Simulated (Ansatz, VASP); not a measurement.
# One calculation of Zn2SiN3, two programs

```
Zn Si N
1.0
     4.58457    0.00000    0.00000
    -2.29229    3.97035    0.00000
     0.00000    0.00000    4.78757
Zn Si N
2 1 3
Cartesian
  0.0000 0.0000 1.0937
  0.0000 0.0000 3.6938
  2.2923 1.3235 2.3938
  2.2923 1.3235 3.9888
  2.2923 1.3235 0.7988
  0.0000 2.6469 0.0000
```

Alike in both runs: task single point; functional PBE; k mesh 6 × 6 × 4; occupations gaussian, width 0.1 eV; collinear spin.

|  | VASP | Ansatz |
| --- | --- | --- |
| version | VASP 6.6.1 | Ansatz 0.2.0 |
| potentials or method | VASP PAW PBE potentials, release 64 (Zn, Si, N), cutoff 520 eV | scalar-relativistic, plane waves, PAW |
| valence electrons in the cell | 43 | 43 |

|  | VASP | Ansatz | Ansatz less VASP |
| --- | --- | --- | --- |
| gap on the k mesh at the Fermi level (eV) | none | none | - |
| pressure (GPa) | 3.7 | 3.7 | -0.05 |
| traceless stress, the component that is largest in VASP (GPa) | 11.92 | 11.76 | -0.153 |
| rms of the force components (eV/Å) | 2.102 | 2.091 | -0.0109 |
| net moment per atom (μB) | 0.40 | 0.40 | 0.000 |
| size of the moment on the site where the two differ most (μB) | 1.49 | 2.02 | +0.531 |

Site moments also hang on the region over which each program counts them. Atom by atom the forces differ by 0.018 eV/Å (rms over components). A gap of «none» marks a metal or a gap that the smearing closes.
